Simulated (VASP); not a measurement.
# CdO (Fm-3m) in VASP: notebook

The runs below take CdO through single point, with r2SCAN.

Everything below comes from runs of VASP 6.6.1. Logs are shortened: lines on timing, memory, paths and dates and some standing lists are left out, and cuts for length are marked.

### Step 1. The cell of the first run

Symmetry: Fm-3m, No. 225, cubic system. The conventional cell has a = 4.612 Å, b = 4.612 Å, c = 4.612 Å, α = 90.00°, β = 90.00°, γ = 90.00°. Cd (site symmetry m-3m) has 6 O at 2.31 Å within 3.0 Å. O (site symmetry m-3m) has 6 Cd at 2.31 Å within 3.0 Å.

### Step 2. Single point, r2SCAN

File POSCAR:

```
CdO
1.0
    2.3059588850      2.3059588850      0.0000000000
   -2.3059588850      2.3059588850      0.0000000000
    0.0000000000      0.0000000000      4.6119177699
Cd O
2 2
Direct
    0.0000000000      0.0000000000      0.0000000000
    0.5000000000      0.5000000000      0.5000000000
    0.5000000000      0.5000000000      0.0000000000
    0.0000000000      0.0000000000      0.5000000000
```

File INCAR.step1:

```
PREC     = Accurate       # precision mode
ENCUT    = 660            # plane-wave cutoff, eV
ISMEAR   = 0              # smearing method
SIGMA    = 0.1            # smearing width, eV
LREAL    = False          # projectors in reciprocal space
LASPH    = True           # aspherical terms in the spheres
NELM     = 120            # most SCF steps
NBANDS   = 26             # bands
GGA      = PE             # functional
ALGO     = Normal         # electronic algorithm
EDIFF    = 1E-5           # SCF threshold, eV
LWAVE    = True           # write WAVECAR
LCHARG   = False          # write CHGCAR
GGA_COMPAT= False
```

File INCAR.step2:

```
PREC     = Accurate       # precision mode
ENCUT    = 660            # plane-wave cutoff, eV
EDIFF    = 1E-6           # SCF threshold, eV
ISMEAR   = 0              # smearing method
SIGMA    = 0.1            # smearing width, eV
LREAL    = False          # projectors in reciprocal space
LASPH    = True           # aspherical terms in the spheres
NELM     = 120            # most SCF steps
ALGO     = Normal         # electronic algorithm
ISIF     = 2              # what is computed and relaxed
LWAVE    = False          # write WAVECAR
LCHARG   = False          # write CHGCAR
METAGGA  = R2SCAN         # meta-GGA
LMIXTAU  = True         
NBANDS   = 26             # bands
ISTART   = 1            
GGA_COMPAT= False
```

File KPOINTS:

```
regular mesh
0
Gamma
  16 16 12
```

Potentials or basis: VASP PAW PBE potentials, release 64 (Cd, O).

The run is started by

```bash
cat potpaw_PBE.64/Cd/POTCAR potpaw_PBE.64/O/POTCAR > POTCAR
cp INCAR.step1 INCAR
mpirun -np 1 vasp_std > vasp.out
cp INCAR.step2 INCAR
mpirun -np 1 vasp_std > vasp.out
```

OUTCAR:

```text
PREC = Accurate
   ENCUT = 660
   EDIFF = 1E-6
   ISMEAR = 0
   LREAL = False
   LASPH = True
   NELM = 120
   ISIF = 2
   METAGGA = R2SCAN
   ISTART = 1

 ion  position               nearest neighbor table
   1  0.000  0.000  0.000-   4 2.31   4 2.31   3 2.31   3 2.31   3 2.31   3 2.31   2 3.26   2 3.26
                             2 3.26   2 3.26   2 3.26   2 3.26   2 3.26   2 3.26
   2  0.500  0.500  0.500-   3 2.31   3 2.31   4 2.31   4 2.31   4 2.31   4 2.31   1 3.26   1 3.26
                             1 3.26   1 3.26   1 3.26   1 3.26   1 3.26   1 3.26
   3  0.500  0.500  0.000-   2 2.31   2 2.31   1 2.31   1 2.31   1 2.31   1 2.31
   4  0.000  0.000  0.500-   1 2.31   1 2.31   2 2.31   2 2.31   2 2.31   2 2.31

  LATTYP: Found a simple tetragonal cell.
 ALAT       =     3.2611183294
 C/A-ratio  =     1.4142135623

  Lattice vectors:

 A1 = (   2.3059588850,   2.3059588850,   0.0000000000)
 A2 = (  -2.3059588850,   2.3059588850,   0.0000000000)
 A3 = (   0.0000000000,   0.0000000000,   4.6119177699)

Analysis of symmetry for initial positions (statically):
=====================================================================
 Subroutine PRICEL returns following result:

  LATTYP: Found a face centered cubic cell.
 ALAT       =     4.6119177699

  Lattice vectors:

 A1 = (   0.0000000000,  -2.3059588850,  -2.3059588849)
 A2 = (   2.3059588850,   0.0000000000,  -2.3059588849)
 A3 = (   2.3059588850,  -2.3059588850,   0.0000000000)

   2 primitive cells build up your supercell.

 Routine SETGRP: Setting up the symmetry group for a
 simple tetragonal supercell.

 Subroutine GETGRP returns: Found 16 space group operations
 (whereof 16 operations were pure point group operations)
 out of a pool of 16 trial point group operations.

The static configuration has the point symmetry D_4h.

Analysis of symmetry for dynamics (positions and initial velocities):
=====================================================================
 Subroutine PRICEL returns following result:

  LATTYP: Found a face centered cubic cell.
 ALAT       =     4.6119177699

  Lattice vectors:

 A1 = (   0.0000000000,  -2.3059588850,  -2.3059588849)
 A2 = (   2.3059588850,   0.0000000000,  -2.3059588849)
 A3 = (   2.3059588850,  -2.3059588850,   0.0000000000)

   2 primitive cells build up your supercell.

[... 97 lines left out ...]
 SYSTEM =  unknown system
   PREC   = accura    normal or accurate (medium, high low for compatibility)
   ISTART =      1    job   : 0-new  1-cont  2-samecut
   ICHARG =      0    charge: 1-file 2-atom 10-const
   ISPIN  =      1    spin polarized calculation?
   LNONCOLLINEAR =      F non collinear calculations
   LSORBIT =      F    spin-orbit coupling
   LASPH  =      T    aspherical Exc in radial PAW
   ENCUT  =  660.0 eV  48.51 Ry    6.96 a.u.   6.83  6.83  9.66*2*pi/ulx,y,z
   NELM   =    120;   NELMIN=  2; NELMDL=  0     # of ELM steps
   EDIFF  = 0.1E-05   stopping-criterion for ELM
   LREAL  =      F    real-space projection
   EDIFFG = 0.1E-04   stopping-criterion for IOM
   NSW    =      0    number of steps for IOM
   IBRION =     -1    ionic relax: 0-MD 1-quasi-New 2-CG
   NFREE  =      0    steps in history (QN), initial steepest desc. (CG)
   ISIF   =      2    stress and relaxation
   ISYM   =      2    0-nonsym 1-usesym 2-fastsym
   POTIM  = 0.5000    time-step for ionic-motion
   TEBEG  =    0.0;   TEEND  =   0.0 temperature during run
   PSTRESS=    0.0 pullay stress
   NELECT =      36.0000    total number of electrons
   NUPDOWN=      -1.0000    fix difference up-down
   EMIN   =  10.00;   EMAX   =-10.00  energy-range for DOS
   EFERMI =   0.00;   METHOD = LEGACY
   ISMEAR =     0;   SIGMA  =   0.10  broadening in eV -4-tet -1-fermi 0-gaus
   EFERMI_NEDOS =   21; number of points for ismear=-14 and -15
   IALGO  =     38    algorithm
   IMIX   =      4    mixing-type and parameters
     AMIX     =   0.40;   BMIX     =  1.00
     AMIX_MAG =   1.60;   BMIX_MAG =  1.00
  volume/ion in A,a.u.               =      12.26        82.75
  Fermi-wavevector in a.u.,A,eV,Ry     =   1.476740  2.790634 29.671065  2.180762
  Thomas-Fermi vector in A             =   2.591230
   LORBIT       =      0    0 simple, 1 ext, 2 COOP (PROOUT), +10 PAW based schemes
   METAGGA = R2SCAN    functional components
   LHFCALC =     F    Hartree Fock is set to
   AEXX    =    0.0000 exact exchange contribution
   IVDW    =     0    specifies the selected vdW correction
   LEPSILON=     F    determine dielectric tensor
   LRPA    =     F    only Hartree local field effects (RPA)
 non-spin polarized calculation
 Gauss-broadening in eV      SIGMA  =   0.10
  energy-cutoff  :      660.00
  volume of cell :       49.05
 maximum number of plane-waves:      1920
 NGX is ok and might be reduce to    28
   NGX = 13   NGY = 13   NGZ = 19

 number of electron      36.0000010 magnetization

 Free energy of the ion-electron system (eV)
  ---------------------------------------------------
  ext. energy  EPLUGINS =         0.00000000
  ---------------------------------------------------
  free energy    TOTEN  =       -56.99083521 eV

  energy without entropy =      -56.99077144  energy(sigma->0) =      -56.99080332

 E-fermi :   2.4394     XC(G=0): -12.6756

 val. band max:        2.2750943385   @ k =   0.5000   0.0000   0.5000
 cond. band min:       2.4687225303   @ k =   0.0000   0.0000   0.0000
 fundamental gap:      0.1936281919
 Fermi energy:         2.4393504071

 k-point     1 :       0.0000    0.0000    0.0000
  band No.  band energies     occupation
      1     -16.4748      2.00000
      2     -15.8007      2.00000
      3      -5.2310      2.00000
      4      -4.7150      2.00000
      5      -4.7150      2.00000
      6      -4.7150      2.00000
[... 685 lines left out ...]
     25      16.2966      0.00000
     26      16.2966      0.00000

 [... further k-points ...]
[... 5 lines left out ...]
  --------------------------------------------------------------------------------------
  -------------------------------------------------------------------------------------
  Total        3.8238378      3.8238378      3.8252424      0.0000000      0.0000000     -0.0000000
  in kB      124.9094716    124.9094716    124.9553558      0.0000000      0.0000000     -0.0000000
  external PRESSURE =     124.9247664 kB  Pullay stress =       0.0000000 kB

 VOLUME and BASIS-vectors are now :
 -----------------------------------------------------------------------------
  energy-cutoff  :      660.00
  volume of cell :       49.05
      direct lattice vectors                 reciprocal lattice vectors
     2.305958885  2.305958885  0.000000000     0.216829538  0.216829538  0.000000000
    -2.305958885  2.305958885  0.000000000    -0.216829538  0.216829538  0.000000000
     0.000000000  0.000000000  4.611917770     0.000000000  0.000000000  0.216829538

 POSITION                                       TOTAL-FORCE (eV/Angst)
 -----------------------------------------------------------------------------------
      0.00000      0.00000      0.00000        -0.000000      0.000000     -0.000000
      0.00000      2.30596      2.30596        -0.000000     -0.000000      0.000000
      0.00000      2.30596      0.00000         0.000000     -0.000000     -0.000000
      0.00000      0.00000      2.30596         0.000000      0.000000     -0.000000
 -----------------------------------------------------------------------------------
    total drift:                               -0.000000      0.000000      0.000000

  FREE ENERGIE OF THE ION-ELECTRON SYSTEM (eV)
  ---------------------------------------------------
  free  energy   TOTEN  =       -56.9908352074 eV

  energy  without entropy=      -56.9907714423  energy(sigma->0) =      -56.99080332
```

OUTCAR.step1:

```text
PREC = Accurate
   ENCUT = 660
   ISMEAR = 0
   LREAL = False
   LASPH = True
[... 943 lines left out ...]
      0.00000      0.00000      0.00000        -0.000000     -0.000000      0.000000
      0.00000      2.30596      2.30596        -0.000000      0.000000     -0.000000
      0.00000      2.30596      0.00000         0.000000      0.000000      0.000000
      0.00000      0.00000      2.30596        -0.000000     -0.000000      0.000000
 -----------------------------------------------------------------------------------
    total drift:                               -0.000000      0.000000      0.000000

  FREE ENERGIE OF THE ION-ELECTRON SYSTEM (eV)
  ---------------------------------------------------
  free  energy   TOTEN  =       -15.1767050482 eV

  energy  without entropy=      -15.1760414802  energy(sigma->0) =      -15.17637326
```

Run time: 12 min. Hardware: 1 thread of Intel Xeon 6975P-C (Granite Rapids), shared host; peak memory 0.54 GiB.

What came out:

* Free energy: -56.9908 eV
* Pressure: 12.5 GPa
* Band gap on the k mesh: 0.19 eV

Caveat: the cell stands under pressure; semilocal functionals underestimate gaps, and a narrow one can read as zero; the PAW data sets were made with another functional, which shifts forces and pressure a little. A k mesh can miss the band edges.

### Step 3. Single point, r2SCAN (equal strain along all axes, cell held: +2.0 %)

File POSCAR:

```
CdO
1.0
    2.4000796558      2.4000796558      0.0000000000
   -2.4000796558      2.4000796558      0.0000000000
    0.0000000000      0.0000000000      4.8001593116
Cd O
2 2
Direct
    0.0000000000      0.0000000000      0.0000000000
    0.5000000000      0.5000000000      0.5000000000
    0.5000000000      0.5000000000      0.0000000000
    0.0000000000      0.0000000000      0.5000000000
```

INCAR.step1 is that of step 2.

INCAR.step2 is that of step 2.

KPOINTS is that of step 2.

Potentials or basis: VASP PAW PBE potentials, release 64 (Cd, O).

The run is started by

```bash
cat potpaw_PBE.64/Cd/POTCAR potpaw_PBE.64/O/POTCAR > POTCAR
cp INCAR.step1 INCAR
mpirun -np 1 vasp_std > vasp.out
cp INCAR.step2 INCAR
mpirun -np 1 vasp_std > vasp.out
```

Wall time 16 min (1 thread of AMD EPYC 9R45 (Zen 5), shared host); peak memory 0.56 GiB.

It converged, with:

```
Free energy            : -57.0777 eV
Pressure               : -6.5 GPa
Band gap on the k mesh : zero (bands 18 and 19 overlap by 0.06 eV)
```

Levels at points of the mesh, in eV from the Fermi level:
| k point | band 16 | band 17 | band 18 | band 19 | band 20 | band 21 |
| --- | --- | --- | --- | --- | --- | --- |
| (0.00, 0.00, 0.00) | -1.26 | -1.26 | -1.26 | -0.20 | 4.14 | 8.88 |
| (0.50, 0.00, 0.00) | -2.06 | -0.24 | -0.24 | 5.37 | 5.37 | 8.77 |
| (0.50, 0.50, 0.00) | -2.17 | -2.17 | -2.17 | 4.14 | 4.14 | 8.88 |
| (0.00, 0.00, 0.50) | -1.57 | -1.57 | -1.57 | 3.66 | 3.66 | 11.00 |
| (0.50, 0.00, 0.50) | -0.14 | -0.14 | -0.14 | 4.87 | 4.87 | 7.41 |
| (0.50, 0.50, 0.50) | -2.86 | -1.84 | -1.84 | 6.14 | 6.14 | 9.26 |

Caveat: the cell differs from its parent crystal (equal strain along all axes, cell held: +2.0 %); the cell stands under tension; semilocal functionals underestimate gaps, and a narrow one can read as zero; the PAW data sets were made with another functional, which shifts forces and pressure a little.

The gap in the log of VASP goes by the Fermi energy; the results here count the filled bands.